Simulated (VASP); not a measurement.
# PbS (I4mm) in VASP: notebook

Runs on PbS. Level: PBE. Tasks: single point.

All numbers are computed with VASP 6.6.1; they aren't measurements. Logs are shortened: lines on timing, memory, paths and dates and some standing lists are left out, and cuts for length are marked.

### 1 The cell of the first run

It takes space group I4mm (No. 107, tetragonal). The conventional cell has a = 4.193 Å, b = 4.193 Å, c = 5.930 Å, α = 90.00°, β = 90.00°, γ = 90.00°. Pb (site symmetry 4mm) has 5 S at 2.47 to 3.01 Å within 3.3 Å. S (site symmetry 4mm) has 5 Pb at 2.47 to 3.01 Å within 3.3 Å.

### 2 Single point, PBE (all S atoms moved -0.500 Å, as atom 2 along Cartesian [0 0 1])

File INCAR:

```
SYSTEM = PbS
PREC     = Accurate       ! precision mode
ENCUT    = 520            ! plane-wave cutoff, eV
EDIFF    = 1E-6           ! SCF threshold, eV
ISMEAR   = 0              ! smearing method
SIGMA    = 0.03           ! smearing width, eV
LREAL    = .FALSE.        ! projectors in reciprocal space
LASPH    = .TRUE.         ! aspherical terms in the spheres
NELM     = 60             ! most SCF steps
ALGO     = Normal         ! electronic algorithm
ISIF     = 2              ! what is computed and relaxed
LWAVE    = .FALSE.        ! write WAVECAR
LCHARG   = .FALSE.        ! write CHGCAR
GGA      = PE             ! functional
NBANDS   = 17             ! bands
```

File KPOINTS:

```
regular mesh
0
G
  10 10 10
  0 0 0
```

File POSCAR:

```
PbS
1.0
    0.0000000000      2.9650000000      2.9650000000
    2.9650000000      0.0000000000      2.9650000000
    2.9650000000      2.9650000000      0.0000000000
Pb S
1 1
Direct
    0.0000000000      0.0000000000      0.0000000000
    0.4156829680      0.4156829680      0.5843170320
```

Potentials or basis: VASP PAW PBE potentials, release 64 (Pb_d, S).

Run with:

```sh
$ cat potpaw_PBE.64/Pb_d/POTCAR potpaw_PBE.64/S/POTCAR > POTCAR
$ mpirun -np 1 vasp_std > vasp.out
```

OUTCAR:

```text
SYSTEM = PbS
   PREC = Accurate
   ENCUT = 520
   EDIFF = 1E-6
   ISMEAR = 0
   LREAL = .FALSE.
   LASPH = .TRUE.
   NELM = 60
   ISIF = 2
   GGA = PE

 ion  position               nearest neighbor table
   1  0.000  0.000  0.000-   2 2.47   2 3.01   2 3.01   2 3.01   2 3.01   2 3.46
   2  0.416  0.416  0.584-   1 2.47   1 3.01   1 3.01   1 3.01   1 3.01   1 3.46

  LATTYP: Found a face centered cubic cell.
 ALAT       =     5.9300000000

  Lattice vectors:

 A1 = (   0.0000000000,   2.9650000000,   2.9650000000)
 A2 = (   2.9650000000,   0.0000000000,   2.9650000000)
 A3 = (   2.9650000000,   2.9650000000,   0.0000000000)

Analysis of symmetry for initial positions (statically):
=====================================================================
 Subroutine PRICEL returns:
 Original cell was already a primitive cell.

 Routine SETGRP: Setting up the symmetry group for a
 face centered cubic supercell.

 Subroutine GETGRP returns: Found  8 space group operations
 (whereof  8 operations were pure point group operations)
 out of a pool of 48 trial point group operations.

The static configuration has the point symmetry C_4v.

Analysis of symmetry for dynamics (positions and initial velocities):
=====================================================================
 Subroutine PRICEL returns:
 Original cell was already a primitive cell.

 Routine SETGRP: Setting up the symmetry group for a
 face centered cubic supercell.

 Subroutine GETGRP returns: Found  8 space group operations
 (whereof  8 operations were pure point group operations)
 out of a pool of 48 trial point group operations.

The dynamic configuration has the point symmetry C_4v.

 Subroutine INISYM returns: Found  8 space group operations
 (whereof  8 operations are pure point group operations),
 and found     1 'primitive' translations

----------------------------------------------------------------------------------------

                                     Primitive cell

  volume of cell :      52.1320

  direct lattice vectors                    reciprocal lattice vectors
     0.000000000  2.965000000  2.965000000    -0.168634064  0.168634064  0.168634064
     2.965000000  0.000000000  2.965000000     0.168634064 -0.168634064  0.168634064
     2.965000000  2.965000000  0.000000000     0.168634064  0.168634064 -0.168634064

  length of vectors
     4.193143212  4.193143212  4.193143212     0.292082767  0.292082767  0.292082767

  position of ions in fractional coordinates (direct lattice)
     0.000000000  0.000000000  0.000000000
     0.415682968  0.415682968  0.584317032

  ion indices of the primitive-cell ions
   primitive index   ion index
                 1           1
                 2           2

----------------------------------------------------------------------------------------

 KPOINTS: regular mesh

Automatic generation of k-mesh.
 Grid dimensions read from file:
 generate k-points for:   10   10   10

 Generating k-lattice:

  Cartesian coordinates                     Fractional coordinates (reciprocal lattice)
    -0.016863406  0.016863406  0.016863406     0.100000000  0.000000000  0.000000000
     0.016863406 -0.016863406  0.016863406     0.000000000  0.100000000  0.000000000
     0.016863406  0.016863406 -0.016863406     0.000000000  0.000000000  0.100000000

  Length of vectors
     0.029208277  0.029208277  0.029208277

  Shift w.r.t. Gamma in fractional coordinates (k-lattice)
     0.000000000  0.000000000  0.000000000

 Subroutine IBZKPT returns following result:
 ===========================================

 Found    102 irreducible k-points:

 Following reciprocal coordinates:
            Coordinates               Weight
  0.000000  0.000000  0.000000      1.000000
  0.100000  0.000000  0.000000      8.000000
  0.200000  0.000000  0.000000      8.000000
  0.300000  0.000000  0.000000      8.000000
  0.400000  0.000000  0.000000      8.000000
  0.500000  0.000000  0.000000      4.000000
[... 16 lines left out ...]
 -0.100000  0.100000  0.000000      4.000000
  0.000000 -0.100000  0.100000      8.000000
 [... further k-points ...]
   k-points           NKPTS =    102   k-points in BZ     NKDIM =    102   number of bands    NBANDS=     17
   number of dos      NEDOS =    301   number of ions     NIONS =      2
   total plane-waves  NPLWV =  32768
   dimension x,y,z NGX =    32 NGY =   32 NGZ =   32
   dimension x,y,z NGXF=    64 NGYF=   64 NGZF=   64
   ions per type =               1   1
   NGX,Y,Z   is equivalent  to a cutoff of  12.69, 12.69, 12.69 a.u.
   NGXF,Y,Z  is equivalent  to a cutoff of  25.37, 25.37, 25.37 a.u.
 SYSTEM =  PbS
   PREC   = accura    normal or accurate (medium, high low for compatibility)
   ISTART =      0    job   : 0-new  1-cont  2-samecut
   ICHARG =      2    charge: 1-file 2-atom 10-const
   ISPIN  =      1    spin polarized calculation?
   LNONCOLLINEAR =      F non collinear calculations
   LSORBIT =      F    spin-orbit coupling
   LASPH  =      T    aspherical Exc in radial PAW
   ENCUT  =  520.0 eV  38.22 Ry    6.18 a.u.   7.80  7.80  7.80*2*pi/ulx,y,z
   NELM   =     60;   NELMIN=  2; NELMDL= -5     # of ELM steps
   EDIFF  = 0.1E-05   stopping-criterion for ELM
   LREAL  =      F    real-space projection
   EDIFFG = 0.1E-04   stopping-criterion for IOM
   NSW    =      0    number of steps for IOM
   IBRION =     -1    ionic relax: 0-MD 1-quasi-New 2-CG
   NFREE  =      0    steps in history (QN), initial steepest desc. (CG)
   ISIF   =      2    stress and relaxation
   ISYM   =      2    0-nonsym 1-usesym 2-fastsym
   POTIM  = 0.5000    time-step for ionic-motion
   TEBEG  =    0.0;   TEEND  =   0.0 temperature during run
   PSTRESS=    0.0 pullay stress
   NELECT =      20.0000    total number of electrons
   NUPDOWN=      -1.0000    fix difference up-down
   EMIN   =  10.00;   EMAX   =-10.00  energy-range for DOS
   EFERMI =   0.00;   METHOD = LEGACY
   ISMEAR =     0;   SIGMA  =   0.03  broadening in eV -4-tet -1-fermi 0-gaus
   EFERMI_NEDOS =   21; number of points for ismear=-14 and -15
   IALGO  =     38    algorithm
   IMIX   =      4    mixing-type and parameters
     AMIX     =   0.40;   BMIX     =  1.00
     AMIX_MAG =   1.60;   BMIX_MAG =  1.00
  volume/ion in A,a.u.               =      26.07       175.90
  Fermi-wavevector in a.u.,A,eV,Ry     =   1.189552  2.247928 19.252709  1.415034
  Thomas-Fermi vector in A             =   2.325657
   LORBIT       =      0    0 simple, 1 ext, 2 COOP (PROOUT), +10 PAW based schemes
   GGA     = PE    functional components
   LHFCALC =     F    Hartree Fock is set to
   AEXX    =    0.0000 exact exchange contribution
   IVDW    =     0    specifies the selected vdW correction
   LEPSILON=     F    determine dielectric tensor
   LRPA    =     F    only Hartree local field effects (RPA)
 non-spin polarized calculation
 Gauss-broadening in eV      SIGMA  =   0.03
  energy-cutoff  :      520.00
  volume of cell :       52.13
 maximum number of plane-waves:      1422
   NGX = 15   NGY = 15   NGZ = 15

 number of electron      20.0000000 magnetization

 Free energy of the ion-electron system (eV)
  ---------------------------------------------------
  ext. energy  EPLUGINS =         0.00000000
  ---------------------------------------------------
  free energy    TOTEN  =        -8.48964959 eV

  energy without entropy =       -8.48964959  energy(sigma->0) =       -8.48964959

 E-fermi :   5.5537     XC(G=0):  -9.6348

 val. band max:        5.3519571454   @ k =  -0.4000   0.1000   0.0000
 cond. band min:       6.8563082283   @ k =   0.5000   0.0000   0.0000
 fundamental gap:      1.5043510829
 Fermi energy:         5.5537364700

 k-point     1 :       0.0000    0.0000    0.0000
  band No.  band energies     occupation
      1     -11.0111      2.00000
      2     -10.9510      2.00000
      3     -10.9319      2.00000
      4     -10.9124      2.00000
      5     -10.9124      2.00000
      6      -8.0661      2.00000
[... 9 lines left out ...]
     16      13.7709      0.00000
     17      14.5334      0.00000

 k-point     2 :       0.1000    0.0000    0.0000
  band No.  band energies     occupation
      1     -11.0162      2.00000
      2     -10.9490      2.00000
      3     -10.9337      2.00000
      4     -10.9103      2.00000
      5     -10.9082      2.00000
      6      -7.9788      2.00000
[... 9 lines left out ...]
     16      13.4893      0.00000
     17      15.2799      0.00000

 k-point     3 :       0.2000    0.0000    0.0000
  band No.  band energies     occupation
      1     -11.0296      2.00000
      2     -10.9439      2.00000
      3     -10.9399      2.00000
      4     -10.9041      2.00000
      5     -10.8961      2.00000
      6      -7.7304      2.00000
[... 9 lines left out ...]
     16      13.5800      0.00000
     17      16.7623      0.00000

 k-point     4 :       0.3000    0.0000    0.0000
  band No.  band energies     occupation
      1     -11.0461      2.00000
      2     -10.9481      2.00000
      3     -10.9393      2.00000
      4     -10.8949      2.00000
      5     -10.8803      2.00000
      6      -7.3691      2.00000
[... 9 lines left out ...]
     16      14.2399      0.00000
     17      18.3373      0.00000
[... 343 lines left out ...]
      1     -11.0416      2.00000
      2     -10.9441      2.00000
      3     -10.9413      2.00000
      4     -10.9007      2.00000
      5     -10.8849      2.00000
      6      -7.5433      2.00000
[... 9 lines left out ...]
     16      14.3872      0.00000
     17      16.3144      0.00000

 k-point    23 :      -0.1000    0.1000    0.0000
  band No.  band energies     occupation
      1     -11.0225      2.00000
      2     -10.9409      2.00000
      3     -10.9391      2.00000
      4     -10.9103      2.00000
      5     -10.9042      2.00000
      6      -7.8408      2.00000
[... 9 lines left out ...]
     16      13.6972      0.00000
     17      15.5038      0.00000

 k-point    24 :       0.0000   -0.1000    0.1000
  band No.  band energies     occupation
      1     -11.0258      2.00000
      2     -10.9482      2.00000
      3     -10.9352      2.00000
      4     -10.9081      2.00000
      5     -10.8981      2.00000
      6      -7.8348      2.00000
[... 9 lines left out ...]
     16      13.9937      0.00000
     17      15.2729      0.00000

 [... further k-points ...]

------------------------ aborting loop because EDIFF is reached ----------------------------------------

  FORCE on cell =-STRESS in cart. coord.  units (eV):
  Direction    XX          YY          ZZ          XY          YZ          ZX
  --------------------------------------------------------------------------------------
  -------------------------------------------------------------------------------------
  Total        0.8832881      0.8832881      5.0324932      0.0000000     -0.0000000      0.0000000
  in kB       27.1461885     27.1461885    154.6641606      0.0000000     -0.0000000      0.0000000
  external PRESSURE =      69.6521792 kB  Pullay stress =       0.0000000 kB

 VOLUME and BASIS-vectors are now :
 -----------------------------------------------------------------------------
  energy-cutoff  :      520.00
  volume of cell :       52.13
      direct lattice vectors                 reciprocal lattice vectors
     0.000000000  2.965000000  2.965000000    -0.168634064  0.168634064  0.168634064
     2.965000000  0.000000000  2.965000000     0.168634064 -0.168634064  0.168634064
     2.965000000  2.965000000  0.000000000     0.168634064  0.168634064 -0.168634064

 POSITION                                       TOTAL-FORCE (eV/Angst)
 -----------------------------------------------------------------------------------
      0.00000      0.00000      0.00000         0.000000      0.000000     -1.808335
      2.96500      2.96500      2.46500         0.000000      0.000000      1.808335
 -----------------------------------------------------------------------------------
    total drift:                               -0.000001     -0.000001      0.000087

  FREE ENERGIE OF THE ION-ELECTRON SYSTEM (eV)
  ---------------------------------------------------
  free  energy   TOTEN  =        -8.4896495878 eV

  energy  without entropy=       -8.4896495878  energy(sigma->0) =       -8.48964959
```

It took 99 s on 1 thread of Intel Xeon 8259CL, shared host; peak memory 0.23 GiB.

Results:

```yaml
Free_energy: -8.4896 eV
Pressure: 7.0 GPa
Largest_force: 1.808 eV/Å
Band_gap_on_the_k_mesh: 1.50 eV (least direct gap 1.56 eV)
```

Forces on the atoms (eV/Å):
```
Pb   0.000  0.000 -1.808
S    0.000  0.000  1.808
```

Stress tensor (GPa, compression positive):
```
 2.71  0.00  0.00
 0.00  2.71  0.00
 0.00  0.00 15.47
```

Levels at points of the mesh, in eV from the valence-band top:
```csv
k point,band 7,band 8,band 9,band 10,band 11,band 12,band 13,band 14
"(0.00, 0.00, 0.00)",-5.35,-2.09,-1.59,-1.59,4.45,4.45,6.10,7.13
"(0.50, 0.00, 0.00)",-8.23,-2.01,-1.52,-0.05,1.50,2.63,3.50,8.58
"(0.50, 0.50, 0.00)",-7.86,-3.59,-3.07,-3.07,4.34,6.27,6.27,6.46
"(0.00, 0.50, 0.50)",-6.71,-4.77,-2.86,-2.75,2.89,5.98,6.95,7.49
```

Caveat: the cell differs from its parent crystal (all S atoms moved -0.500 Å, as atom 2 along Cartesian [0 0 1]); the stress differs along the axes, from 3 to 15 GPa; spin-orbit coupling is left out, which moves the levels of the heavy elements; forces of over 1 eV/Å act on the atoms, so gaps and moduli don't describe the material at rest. A k mesh can miss the band edges.

### 3 Single point, PBE (all S atoms moved +0.375 Å, as atom 2 along Cartesian [0 0 1])

File INCAR:

```
SYSTEM = PbS
  PREC = Accurate
  ENCUT = 520
  EDIFF = 1E-7
  ISMEAR = 0
  SIGMA = 0.03
  LREAL = .FALSE.
  LASPH = .TRUE.
  NELM = 100
  ALGO = Normal
  ISIF = 2
  LWAVE = .FALSE.
  LCHARG = .FALSE.
  GGA = PE
  NBANDS = 17
```

File KPOINTS:

```
Automatic mesh
0
G
  10 10 10
  0 0 0
```

POSCAR: that of step 2 with these lines changed.

```diff
@@ -9,2 +9,2 @@
     0.0000000000      0.0000000000      0.0000000000
-    0.4156829680      0.4156829680      0.5843170320
+    0.5632377740      0.5632377740      0.4367622260
```

Potentials or basis: VASP PAW PBE potentials, release 64 (Pb_d, S).

Run with:

```sh
$ cat potpaw_PBE.64/Pb_d/POTCAR potpaw_PBE.64/S/POTCAR > POTCAR
$ mpirun -np 1 vasp_std > vasp.out
```

It took 2 min on 1 thread of Intel Xeon 8259CL, shared host; peak memory 0.23 GiB.

Results (log left out):

| Property | Result |
| --- | --- |
| Free energy | -8.6519 eV |
| Pressure | 4.7 GPa |
| Largest force | 0.870 eV/Å |
| Band gap on the k mesh | 1.19 eV |

Forces on the atoms (eV/Å):
```
Pb   0.000  0.000  0.870
S    0.000  0.000 -0.870
```

Stress tensor (GPa, compression positive):
```
2.47 0.00 0.00
0.00 2.47 0.00
0.00 0.00 9.04
```

Levels at points of the mesh, in eV from the valence-band top:
| k point | band 7 | band 8 | band 9 | band 10 | band 11 | band 12 | band 13 | band 14 |
| --- | --- | --- | --- | --- | --- | --- | --- | --- |
| (0.00, 0.00, 0.00) | -5.54 | -2.04 | -1.74 | -1.74 | 4.75 | 4.75 | 5.80 | 7.05 |
| (0.50, 0.00, 0.00) | -8.40 | -1.87 | -1.54 | 0.00 | 1.19 | 2.44 | 2.97 | 8.69 |
| (0.50, 0.50, 0.00) | -7.58 | -4.09 | -3.13 | -3.13 | 4.23 | 6.12 | 6.12 | 6.19 |
| (0.00, 0.50, 0.50) | -6.82 | -4.86 | -3.03 | -2.95 | 3.27 | 5.91 | 6.50 | 6.95 |

Caveat: the cell differs from its parent crystal (all S atoms moved +0.375 Å, as atom 2 along Cartesian [0 0 1]); the stress differs along the axes, from 2 to 9 GPa; spin-orbit coupling is left out, which moves the levels of the heavy elements. A k mesh can miss the band edges.

### 4 Single point, PBE (all S atoms moved -0.250 Å, as atom 2 along Cartesian [0 0 1])

File INCAR:

```
SYSTEM = PbS
ALGO = Normal
EDIFF = 1E-6
ENCUT = 520
GGA = PE
ISIF = 2
ISMEAR = 0
LASPH = .True.
LCHARG = .False.
LREAL = .False.
LWAVE = .False.
NBANDS = 17
NELM = 100
PREC = Accurate
SIGMA = 0.03
```

File KPOINTS:

```
k-points
0
Gamma
  10 10 10
  0 0 0
```

POSCAR: that of step 3 with these lines changed.

```diff
@@ -9,2 +9,2 @@
     0.0000000000      0.0000000000      0.0000000000
-    0.5632377740      0.5632377740      0.4367622260
+    0.4578414840      0.4578414840      0.5421585160
```

Run with:

```sh
$ cat potpaw_PBE.64/Pb_d/POTCAR potpaw_PBE.64/S/POTCAR > POTCAR
$ mpirun -np 1 vasp_std > vasp.out
```

Wall time 1.8 min (1 thread of Intel Xeon 8259CL, shared host); peak memory 0.23 GiB.

The run converged. Its results:

```
Free energy            : -8.7243 eV
Pressure               : 3.2 GPa
Largest force          : 0.346 eV/Å
Band gap on the k mesh : 0.84 eV
```

Forces on the atoms (eV/Å):
```
Pb   0.000  0.000 -0.346
S    0.000  0.000  0.346
```

Stress tensor (GPa, compression positive):
```
2.31 0.00 0.00
0.00 2.31 0.00
0.00 0.00 5.04
```

Levels at points of the mesh, in eV from the valence-band top:
| k point | band 7 | band 8 | band 9 | band 10 | band 11 | band 12 | band 13 | band 14 |
| --- | --- | --- | --- | --- | --- | --- | --- | --- |
| (0.00, 0.00, 0.00) | -5.77 | -2.07 | -1.93 | -1.93 | 4.99 | 4.99 | 5.52 | 6.92 |
| (0.50, 0.00, 0.00) | -8.60 | -1.80 | -1.63 | 0.00 | 0.84 | 2.23 | 2.47 | 8.71 |
| (0.50, 0.50, 0.00) | -7.38 | -4.61 | -3.25 | -3.25 | 4.07 | 5.90 | 5.93 | 5.93 |
| (0.00, 0.50, 0.50) | -6.98 | -5.00 | -3.22 | -3.18 | 3.57 | 5.78 | 6.10 | 6.38 |

Caveat: the cell differs from its parent crystal (all S atoms moved -0.250 Å, as atom 2 along Cartesian [0 0 1]); the cell stands under pressure; spin-orbit coupling is left out, which moves the levels of the heavy elements.

(Part 1 of 2 ends here.)
